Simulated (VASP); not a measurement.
Runs of VASP 6.6.1 on ScB. The structure is that of space group F-43m (No. 216), or close to it. The cells are those of the table. 

| task | cell | k mesh | cutoff (eV) | gap on the mesh (eV) | pressure (GPa) |
| --- | --- | --- | --- | --- | --- |
| relaxation of cell and atoms | relaxed from a = 3.441 Å, angles 60.0°, 2 atoms | 6 × 6 × 6 | 600 | none | 0.3 |
| single point | a = 3.812 Å, angles 60.0°, 2 atoms | 18 × 18 × 18 | 520 | none | (a) |
| single point | a = 3.805 Å, angles 60.0°, 2 atoms | 6 × 6 × 6 | 520 | none | 0.3 |
| single point | a = 3.441 Å, angles 60.0°, 2 atoms | 6 × 6 × 6 | 520 | none | 33.8 |

Alike in all rows: level r2SCAN; potentials or basis VASP PAW PBE potentials, release 64 (Sc_sv, B); no spin polarisation; smearing gaussian 0.1 eV.

Q: Estimate the missing entries.

A: (a) 0.2.

Caveats: some runs use coarse meshes; the PAW data sets were made with another functional, which shifts forces and pressure a little.

A gap of «none» marks levels without a gap at the run's occupations.
